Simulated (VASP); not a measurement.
A run of VASP 6.6.1 is set up as follows.

Contents of INCAR:

```
ALGO = Normal
EDIFF = 1E-6
ENCUT = 600
GGA = PE
GGA_COMPAT = False
ISIF = 2
ISMEAR = 0
IVDW = 12
LASPH = True
LCHARG = False
LREAL = False
LWAVE = False
NBANDS = 55
NELM = 120
PREC = Accurate
SIGMA = 0.02
```

File KPOINTS:

```
k-points
0
Gamma
  6 6 6
```

POSCAR

```
Ga2O3
1.0
    2.5161843272      1.4527197154      4.5105405420
   -2.5161843272      1.4527197154      4.5105405420
    0.0000000000     -2.9054393806      4.5105405581
Ga O
4 6
Direct
    0.3559062404      0.3559062404      0.3559062404
    0.1440937596      0.1440937596      0.1440937596
    0.6440937596      0.6440937596      0.6440937596
    0.8559062404      0.8559062404      0.8559062404
    0.5531578652      0.9468421348      0.2500000000
    0.2500000000      0.5531578652      0.9468421348
    0.9468421348      0.2500000000      0.5531578652
    0.4468421348      0.0531578652      0.7500000000
    0.7500000000      0.4468421348      0.0531578652
    0.0531578652      0.7500000000      0.4468421348
```

Potentials or basis: VASP PAW PBE potentials, release 64 (Ga_d, O).

Run with:

```sh
$ cat potpaw_PBE.64/Ga_d/POTCAR potpaw_PBE.64/O/POTCAR > POTCAR
$ mpirun -np 1 vasp_std > vasp.out
```

(1) Predict the dispersion energy per atom.

(2) Estimate the largest force.

(3) Estimate the band gap on the k mesh.

(4) Estimate the pressure.

Answers

(1) -0.211 eV.

(2) 0.014 eV/Å.

(3) 2.56 eV (least direct gap 2.81 eV).

(4) 0.7 GPa.
